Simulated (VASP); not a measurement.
# S in VASP: single point with PBEsol

Aim: the single point of S with PBEsol.

Everything below comes from runs of VASP 6.6.1. Logs are shortened: lines on timing, memory, paths and dates and some standing lists are left out, and cuts for length are marked.

**1. The cell of the first run**

The typed cell holds 1 atom: a = 2.742 Å, b = 2.742 Å, c = 3.166 Å, α = 54.73°, β = 54.73°, γ = 70.53°.

**2. Single point, PBEsol**

File INCAR:

```
SYSTEM = S
ALGO = Normal ; EDIFF = 1E-6
ENCUT = 520 ; GGA = PS
ISIF = 2 ; ISMEAR = 0
LASPH = .True. ; LCHARG = .True.
LELF = .True. ; LREAL = .False.
LVHAR = .True. ; LWAVE = .False.
NBANDS = 9 ; NELM = 80
PREC = Accurate ; SIGMA = 0.15
```

File KPOINTS:

```
k-points
0
Gamma
  22 22 22
  0 0 0
```

File POSCAR:

```
S
1.0
    0.0000000000      2.2386952673      1.5827575540
    2.2386952673      0.0000000000      1.5827575540
    2.2386952673      2.2386952673      0.0000000000
S
1
Direct
    0.0000000000      0.0000000000      0.0000000000
```

Potentials or basis: VASP PAW PBE potentials, release 64 (S).

Command:

```
$ cat potpaw_PBE.64/S/POTCAR > POTCAR
$ mpirun -np 1 vasp_std > vasp.out
```

OUTCAR:

```text
SYSTEM = S
   EDIFF = 1E-6
   ENCUT = 520
   GGA = PS
   ISIF = 2
   ISMEAR = 0
   LASPH = .True.
   LREAL = .False.
   NELM = 80
   PREC = Accurate

 ion  position               nearest neighbor table
   1  0.000  0.000  0.000-

  LATTYP: Found a body centered tetragonal cell.
 ALAT       =     3.1659932090
 C/A-ratio  =     0.9998489886

  Lattice vectors:

 A1 = (   0.0000000000,  -2.2386952673,  -1.5827575540)
 A2 = (   0.0000000000,   2.2386952673,  -1.5827575540)
 A3 = (   2.2386952673,   0.0000000000,   1.5827575540)

Analysis of symmetry for initial positions (statically):
=====================================================================
 Subroutine PRICEL returns:
 Original cell was already a primitive cell.

 Routine SETGRP: Setting up the symmetry group for a
 body centered tetragonal supercell.

 Subroutine GETGRP returns: Found 16 space group operations
 (whereof 16 operations were pure point group operations)
 out of a pool of 16 trial point group operations.

The static configuration has the point symmetry D_4h.

Analysis of symmetry for dynamics (positions and initial velocities):
=====================================================================
 Subroutine PRICEL returns:
 Original cell was already a primitive cell.

 Routine SETGRP: Setting up the symmetry group for a
 body centered tetragonal supercell.

 Subroutine GETGRP returns: Found 16 space group operations
 (whereof 16 operations were pure point group operations)
 out of a pool of 16 trial point group operations.

The dynamic configuration has the point symmetry D_4h.

 Subroutine INISYM returns: Found 16 space group operations
 (whereof 16 operations are pure point group operations),
 and found     1 'primitive' translations

----------------------------------------------------------------------------------------

                                     Primitive cell

  volume of cell :      15.8648

  direct lattice vectors                    reciprocal lattice vectors
     0.000000000  2.238695267  1.582757554    -0.223344377  0.223344377  0.315904352
     2.238695267  0.000000000  1.582757554     0.223344377 -0.223344377  0.315904352
     2.238695267  2.238695267  0.000000000     0.223344377  0.223344377 -0.315904352

  length of vectors
     2.741692538  2.741692538  3.165993209     0.446722488  0.446722488  0.446722488

  position of ions in fractional coordinates (direct lattice)
[... 73 lines left out ...]
   LSORBIT =      F    spin-orbit coupling
   LASPH  =      T    aspherical Exc in radial PAW
   ENCUT  =  520.0 eV  38.22 Ry    6.18 a.u.   5.10  5.10  5.89*2*pi/ulx,y,z
   NELM   =     80;   NELMIN=  2; NELMDL= -5     # of ELM steps
   EDIFF  = 0.1E-05   stopping-criterion for ELM
   LREAL  =      F    real-space projection
[... 7 lines left out ...]
   TEBEG  =    0.0;   TEEND  =   0.0 temperature during run
   PSTRESS=    0.0 pullay stress
   NELECT =       6.0000    total number of electrons
   NUPDOWN=      -1.0000    fix difference up-down
   EMIN   =  10.00;   EMAX   =-10.00  energy-range for DOS
   EFERMI =   0.00;   METHOD = LEGACY
   ISMEAR =     0;   SIGMA  =   0.15  broadening in eV -4-tet -1-fermi 0-gaus
   EFERMI_NEDOS =   21; number of points for ismear=-14 and -15
   IALGO  =     38    algorithm
   IMIX   =      4    mixing-type and parameters
     AMIX     =   0.40;   BMIX     =  1.00
     AMIX_MAG =   1.60;   BMIX_MAG =  1.00
  volume/ion in A,a.u.               =      15.86       107.06
  Fermi-wavevector in a.u.,A,eV,Ry     =   1.183897  2.237240 19.070080  1.401611
  Thomas-Fermi vector in A             =   2.320122
   LORBIT       =      0    0 simple, 1 ext, 2 COOP (PROOUT), +10 PAW based schemes
   GGA     = PS    functional components
   LHFCALC =     F    Hartree Fock is set to
   AEXX    =    0.0000 exact exchange contribution
   IVDW    =     0    specifies the selected vdW correction
   LEPSILON=     F    determine dielectric tensor
   LRPA    =     F    only Hartree local field effects (RPA)
 non-spin polarized calculation
 Gauss-broadening in eV      SIGMA  =   0.15
  energy-cutoff  :      520.00
  volume of cell :       15.86
 maximum number of plane-waves:       439
   NGX = 11   NGY = 11   NGZ = 11

 number of electron       5.9999999 magnetization

 Free energy of the ion-electron system (eV)
  ---------------------------------------------------
  ext. energy  EPLUGINS =         0.00000000
  ---------------------------------------------------
  free energy    TOTEN  =        -3.49146876 eV

  energy without entropy =       -3.48344021  energy(sigma->0) =       -3.48745448

 E-fermi :   7.5249     XC(G=0): -11.2911

 val. band max:        7.5041303725   @ k =  -0.1364   0.2727   0.1818
 cond. band min:       7.5293552240   @ k =   0.5000   0.0000   0.0000
 fundamental gap:      0.0252248515
 Fermi energy:         7.5248932405

 k-point     1 :       0.0000    0.0000    0.0000
  band No.  band energies     occupation
      1      -9.3208      2.00000
      2      10.6058      0.00000
      3      10.6058      0.00000
      4      10.6062      0.00000
      5      19.7955      0.00000
      6      19.7985      0.00000
      7      19.7985      0.00000
      8      21.7607      0.00000
      9      23.4367      0.00000
[... 265 lines left out ...]
 k-point    24 :      -0.4545    0.0455    0.0000
  band No.  band energies     occupation
      1      -5.0701      2.00000
      2       0.4422      2.00000
      3       7.4448      1.54966
      4       9.5816      0.00000
      5      15.2756      0.00000
      6      16.0900      0.00000
      7      24.1072      0.00000
      8      25.5760      0.00000
      9      29.0106      0.00000

 [... further k-points ...]

------------------------ aborting loop because EDIFF is reached ----------------------------------------

  FORCE on cell =-STRESS in cart. coord.  units (eV):
  Direction    XX          YY          ZZ          XY          YZ          ZX
  --------------------------------------------------------------------------------------
  -------------------------------------------------------------------------------------
  Total       -0.5625927     -0.5625927     -0.5612715      0.0000000      0.0000000      0.0000000
  in kB      -56.8159582    -56.8159582    -56.6825279      0.0000000      0.0000000      0.0000000
  external PRESSURE =     -56.7714814 kB  Pullay stress =       0.0000000 kB

 VOLUME and BASIS-vectors are now :
 -----------------------------------------------------------------------------
  energy-cutoff  :      520.00
  volume of cell :       15.86
      direct lattice vectors                 reciprocal lattice vectors
     0.000000000  2.238695267  1.582757554    -0.223344377  0.223344377  0.315904352
     2.238695267  0.000000000  1.582757554     0.223344377 -0.223344377  0.315904352
     2.238695267  2.238695267  0.000000000     0.223344377  0.223344377 -0.315904352

 POSITION                                       TOTAL-FORCE (eV/Angst)
 -----------------------------------------------------------------------------------
      0.00000      0.00000      0.00000        -0.000000      0.000000      0.000000
 -----------------------------------------------------------------------------------
    total drift:                                0.000000      0.000000     -0.000000

  FREE ENERGIE OF THE ION-ELECTRON SYSTEM (eV)
  ---------------------------------------------------
  free  energy   TOTEN  =        -3.4914687556 eV

  energy  without entropy=       -3.4834402057  energy(sigma->0) =       -3.48745448
```

Wall time 38 s (1 thread of Intel Xeon Platinum 8559C (Emerald Rapids), shared host); peak memory 0.2 GiB.

Results:

```yaml
Free_energy: -3.4915 eV
Pressure: -5.7 GPa
Band_gap_on_the_k_mesh: zero (band 3 reaches 10.61 eV, above the bottom of band 4 at 3.85 eV)
```

Caveat: the PAW data sets were made with another functional, which shifts forces and pressure a little.
